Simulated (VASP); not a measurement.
**AlSi16 (a cell with a defect): single point with PBE**

System: AlSi16 (a cell with a defect).

```
Si Al
1.0
     0.00000    5.43000    5.43000
     5.43000    0.00000    5.43000
     5.43000    5.43000    0.00000
Si Al
16 1
Direct
  0.99312 0.99875 0.01101
  0.10980 0.11541 0.14962
  0.01062 0.01627 0.51611
  0.13524 0.14088 0.64072
  0.96192 0.51139 0.01123
  0.10710 0.62556 0.12540
  0.99312 0.51117 0.49859
  0.10980 0.64978 0.61525
  0.50575 0.96755 0.01122
  0.61993 0.11272 0.12539
  0.50553 0.99875 0.49859
  0.64413 0.11542 0.61526
  0.47478 0.48040 0.98024
  0.60011 0.60574 0.10557
  0.50576 0.51138 0.46738
  0.61993 0.62556 0.61256
  0.32079 0.32644 0.82628
```

```
Program             : VASP 6.6.1
Task                : single point
Functional          : PBE
Potentials or basis : VASP PAW PBE potentials, release 64 (Si, Al)
Cutoff              : 520 eV
k mesh              : 2 × 2 × 2
Occupations         : gaussian, width 0.05 eV
Spin                : collinear spin, zero start
Starting moments    : [0.0, 0.0, 0.0, 0.0, 0.0, 0.0, 0.0, 0.0, 0.0, 0.0, 0.0, 0.0, 0.0, 0.0, 0.0, 0.0, 0.0] μB
```

| Quantity | Value |
| --- | --- |
| Pressure | 5.2 GPa |
| Largest force | 0.768 eV/Å |
| Net moment | 0.00 μB per cell |
| Valence electrons inside the program's atomic spheres | Si 1.70, 1.68, 1.69, 1.72 (each value once); Al 0.86 |

Forces on the atoms (eV/Å):
```
Si  -0.032 -0.031 -0.034
Si  -0.046 -0.048  0.068
Si  -0.043 -0.043 -0.043
Si  -0.044 -0.045 -0.045
Si   0.005 -0.075 -0.075
Si   0.014  0.004  0.003
Si  -0.032 -0.034 -0.031
Si  -0.046  0.069 -0.048
Si  -0.075  0.003 -0.076
Si   0.002  0.016  0.002
Si  -0.033 -0.032 -0.032
Si   0.068 -0.047 -0.047
Si  -0.076 -0.074 -0.073
Si  -0.034 -0.032 -0.032
Si  -0.074 -0.075  0.003
Si   0.003  0.001  0.016
Al   0.441  0.444  0.445
```

Stress tensor (GPa, compression positive):
```
 5.23 -0.73 -0.73
-0.73  5.23 -0.72
-0.73 -0.72  5.23
```

Levels at points of the mesh, in eV from the Fermi level:
Spin up:
```
           k point  band 31  band 32  band 33  band 34  band 35  band 36
(0.00, 0.00, 0.00)    -0.95    -0.80    -0.80    -0.64    -0.23    -0.23
(0.50, 0.00, 0.00)    -1.53    -1.49    -0.40     0.04     0.32     0.53
(0.00, 0.50, 0.00)    -1.53    -1.49    -0.40     0.04     0.32     0.53
(0.00, 0.00, 0.50)    -1.53    -1.49    -0.40     0.04     0.32     0.53
(0.50, 0.50, 0.50)    -1.44    -1.44    -0.52     0.13     0.26     0.26
(0.50, 0.50, 0.00)    -2.05    -1.89    -0.16     0.03     0.87     1.39
(0.00, 0.50, 0.50)    -2.05    -1.89    -0.16     0.03     0.87     1.39
(0.50, 0.00, 0.50)    -2.05    -1.89    -0.16     0.03     0.87     1.39
```
Spin down:
```tsv
k point	band 30	band 31	band 32	band 33	band 34	band 35	band 36	band 37
(0.00, 0.00, 0.00)	-1.52	-0.95	-0.80	-0.80	-0.64	-0.23	-0.23	0.07
(0.50, 0.00, 0.00)	-1.55	-1.53	-1.49	-0.40	0.04	0.32	0.53	0.75
(0.00, 0.50, 0.00)	-1.55	-1.53	-1.49	-0.40	0.04	0.32	0.53	0.75
(0.00, 0.00, 0.50)	-1.55	-1.53	-1.49	-0.40	0.04	0.32	0.53	0.75
(0.50, 0.50, 0.50)	-1.53	-1.44	-1.44	-0.52	0.13	0.26	0.26	1.07
(0.50, 0.50, 0.00)	-2.11	-2.05	-1.89	-0.16	0.03	0.87	1.39	1.48
(0.00, 0.50, 0.50)	-2.11	-2.05	-1.89	-0.16	0.03	0.87	1.39	1.48
(0.50, 0.00, 0.50)	-2.11	-2.05	-1.89	-0.16	0.03	0.87	1.39	1.48
```

Run time: 5 min on 1 thread of Intel(R) Xeon(R) 6975P-C (Granite Rapids), on a shared host, peak memory 0.71 GiB.

Caveat: the k points lie up to 0.50 Å⁻¹ apart; no moment was typed at the start, so none could form.
